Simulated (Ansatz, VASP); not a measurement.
This is a calculation of K for VASP 6.6.1.

Contents of INCAR:

```
PREC = Accurate ; ENCUT = 500
EDIFF = 1E-7 ; ISMEAR = -1
SIGMA = 0.1 ; LREAL = F
LASPH = T ; NELM = 120
ALGO = Normal ; ISIF = 3
LWAVE = F ; LCHARG = F
GGA = PE ; IVDW = 13
IBRION = 2 ; NSW = 60
EDIFFG = -0.01 ; GGA_COMPAT = F
NELMIN = 4
```

Contents of KPOINTS:

```
Automatic mesh
0
Gamma
  7 7 7
```

The input POSCAR:

```
K
1.0
   -2.6975585167      2.6975585167      2.6975585167
    2.6975585167     -2.6975585167      2.6975585167
    2.6975585167      2.6975585167     -2.6975585167
K
1
Direct
    0.0000000000      0.0000000000      0.0000000000
```

Potentials or basis: VASP PAW PBE potentials, release 64 (K_sv).

Command:

```console
$ cat potpaw_PBE.64/K_sv/POTCAR > POTCAR
$ mpirun -np 1 vasp_std > vasp.out
```

Question: Set up the same calculation for Ansatz 0.2.0. Potentials there: JTH PAW.

Answer: As run (the cutoff follows the program's own potentials):

input.yaml

```yaml
crystal:
  lattice:
    - [-2.6975585167, 2.6975585167, 2.6975585167]
    - [2.6975585167, -2.6975585167, 2.6975585167]
    - [2.6975585167, 2.6975585167, -2.6975585167]
  atoms:
    - { symbol: K, position: [0.0, 0.0, 0.0] }
hamiltonian:
  xc: pbe
  pseudopotentials: { kind: paw, source: jth }
  dispersion: d4
kpoints:
  mp_grid: { grid: [7, 7, 7] }
scf:
  occupations: { method: fermi_dirac, width: 0.1 }
output:
  forces: true
  stress: true
relax:
  f_tol: 0.01
  max_steps: 40
  cell: { stress_tol: 0.05 }
```

Potentials or basis: JTH PAW.

Command:

```console
$ ansatz run input.yaml --threads 1 --pin off --max-ram 2560MiB --backend cpu --events-out ev --progress --plain --runs-dir out
```

Both were run:

|  | VASP | Ansatz | Ansatz less VASP |
| --- | --- | --- | --- |
| relaxed volume (Å³/atom) | 70.42 | 70.70 | +0.284 |
| relaxed length of the cell vector where the two differ most in proportion (Å) | 4.506 | 4.512 | +0.0061 |

Noted on Ansatz's run: the plane-wave basis is chosen anew once the cell has moved, so the energies of steps on either side of that aren't comparable.
